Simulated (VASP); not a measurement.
# SnSe2 (P-3m1) in VASP: a series of runs, part 2 of 2

VASP 6.6.1. The steps go on from the part before.

**3. Single point, r2SCAN+rVV10**

This run uses another cell than the first one, of 26.33 Å³/atom.

POSCAR

```
SnSe2
1.0
    3.8257092070      0.0000000000      0.0000000000
   -1.9128546035      3.3131613608      0.0000000000
    0.0000000000      0.0000000000      6.2316553727
Sn Se
1 2
Direct
    0.0000000000      0.0000000000      0.0000000000
    0.3333333333      0.6666666667      0.2529082909
    0.6666666667      0.3333333333      0.7470917091
```

INCAR.step1

```
PREC = Accurate
ENCUT = 520
ISMEAR = 0
SIGMA = 0.02
LREAL = F
LASPH = T
NELM = 60
NBANDS = 20
GGA = PE
ALGO = Normal
EDIFF = 1E-4
LWAVE = T
LCHARG = F
```

INCAR.step2

```
PREC = Accurate
ENCUT = 520
EDIFF = 1E-7
ISMEAR = 0
SIGMA = 0.02
LREAL = F
LASPH = T
NELM = 60
ALGO = Normal
ISIF = 2
LWAVE = F
LCHARG = T
METAGGA = R2SCAN
LMIXTAU = T
LUSE_VDW = T
IVDW_NL = 2
BPARAM = 11.95
CPARAM = 0.0093
LELF = T
LVHAR = T
NBANDS = 20
ISTART = 1
```

KPOINTS

```
Automatic mesh
0
Gamma
  9 9 6
```

Potentials or basis: VASP PAW PBE potentials, release 64 (Sn_d, Se).

Run with:

```sh
> cat potpaw_PBE.64/Sn_d/POTCAR potpaw_PBE.64/Se/POTCAR > POTCAR
> cp INCAR.step1 INCAR
> mpirun -np 1 vasp_std > vasp.out
> cp INCAR.step2 INCAR
> mpirun -np 1 vasp_std > vasp.out
```

OUTCAR:

```text
PREC = Accurate
   ENCUT = 520
   EDIFF = 1E-7
   ISMEAR = 0
   LREAL = F
   LASPH = T
   NELM = 60
   ISIF = 2
   METAGGA = R2SCAN
   IVDW_NL = 2
   BPARAM = 11.95
   ISTART = 1

 ion  position               nearest neighbor table
   1  0.000  0.000  0.000-   2 2.71   3 2.71   3 2.71   2 2.71   3 2.71   2 2.71
   2  0.333  0.667  0.253-   1 2.71   1 2.71   1 2.71
   3  0.667  0.333  0.747-   1 2.71   1 2.71   1 2.71

  LATTYP: Found a hexagonal cell.
 ALAT       =     3.8257092070
 C/A-ratio  =     1.6288889290

  Lattice vectors:

 A1 = (   3.8257092070,   0.0000000000,   0.0000000000)
 A2 = (  -1.9128546035,   3.3131613608,   0.0000000000)
 A3 = (   0.0000000000,   0.0000000000,   6.2316553727)

Analysis of symmetry for initial positions (statically):
=====================================================================
 Subroutine PRICEL returns:
 Original cell was already a primitive cell.

 Routine SETGRP: Setting up the symmetry group for a
 hexagonal supercell.

[... 166 lines left out ...]
  free energy    TOTEN  =       -53.97722976 eV

  energy without entropy =      -53.97722976  energy(sigma->0) =      -53.97722976

 E-fermi :   3.7921     XC(G=0):  -9.9746

 val. band max:        3.6083871085   @ k =   0.1111   0.1111   0.0000
 cond. band min:       4.5232106268   @ k =   0.0000   0.4444   0.3333
 fundamental gap:      0.9148235183
 Fermi energy:         3.7921330309

 k-point     1 :       0.0000    0.0000    0.0000
  band No.  band energies     occupation
      1     -18.2347      2.00000
      2     -18.2347      2.00000
      3     -18.1780      2.00000
      4     -18.1702      2.00000
      5     -18.1702      2.00000
      6     -10.6493      2.00000
[... 541 lines left out ...]
     19      11.5891      0.00000
     20      13.5531      0.00000

 [... further k-points ...]

------------------------ aborting loop because EDIFF is reached ----------------------------------------

  FORCE on cell =-STRESS in cart. coord.  units (eV):
  Direction    XX          YY          ZZ          XY          YZ          ZX
  --------------------------------------------------------------------------------------
  -------------------------------------------------------------------------------------
  Total        0.1054248      0.1054248      0.0964075      0.0000000      0.0000000      0.0000000
  in kB        2.1384308      2.1384308      1.9555262      0.0000000      0.0000000      0.0000000
  external PRESSURE =       2.0774626 kB  Pullay stress =       0.0000000 kB

 VOLUME and BASIS-vectors are now :
 -----------------------------------------------------------------------------
  energy-cutoff  :      520.00
  volume of cell :       78.99
      direct lattice vectors                 reciprocal lattice vectors
     3.825709207  0.000000000  0.000000000     0.261389443  0.150913265  0.000000000
    -1.912854604  3.313161361  0.000000000     0.000000000  0.301826531  0.000000000
     0.000000000  0.000000000  6.231655373     0.000000000  0.000000000  0.160471005

 POSITION                                       TOTAL-FORCE (eV/Angst)
 -----------------------------------------------------------------------------------
      0.00000      0.00000      0.00000        -0.000000      0.000000     -0.000000
     -0.00000      2.20877      1.57604         0.000000      0.000000      0.027333
      1.91285      1.10439      4.65562        -0.000000      0.000000     -0.027333
 -----------------------------------------------------------------------------------
    total drift:                               -0.000000      0.000000      0.000000

  FREE ENERGIE OF THE ION-ELECTRON SYSTEM (eV)
  ---------------------------------------------------
  free  energy   TOTEN  =       -53.9772297619 eV

  energy  without entropy=      -53.9772297619  energy(sigma->0) =      -53.97722976
```

OUTCAR.step1:

```text
PREC = Accurate
   ENCUT = 520
   ISMEAR = 0
   LREAL = F
[... 778 lines left out ...]
      0.00000      0.00000      0.00000        -0.000000      0.000000      0.000000
     -0.00000      2.20877      1.57604         0.000000      0.000000      0.271239
      1.91285      1.10439      4.65562        -0.000000     -0.000000     -0.271239
 -----------------------------------------------------------------------------------
    total drift:                               -0.000000      0.000000      0.000000

  FREE ENERGIE OF THE ION-ELECTRON SYSTEM (eV)
  ---------------------------------------------------
  free  energy   TOTEN  =       -11.8243658205 eV

  energy  without entropy=      -11.8243658205  energy(sigma->0) =      -11.82436582
```

Run time: 5.6 min. Hardware: 1 thread of Intel Xeon Platinum 8259CL at 2.50GHz (Skylake/Cascade Lake), shared host; peak memory 0.41 GiB.

What came out:

```yaml
Free_energy: -53.9772 eV
Pressure: 0.2 GPa
Largest_force: 0.027 eV/Å
Band_gap_on_the_k_mesh: 0.91 eV (least direct gap 1.47 eV)
```

Forces in eV/Å, atoms in the order of the input:
```
Sn   0.000  0.000  0.000
Se   0.000  0.000  0.027
Se   0.000  0.000 -0.027
```

Caveat: the PAW data sets were made with another functional, which shifts forces and pressure a little; spin-orbit coupling is left out, which moves the levels of the heavy elements. A k mesh can miss the band edges.
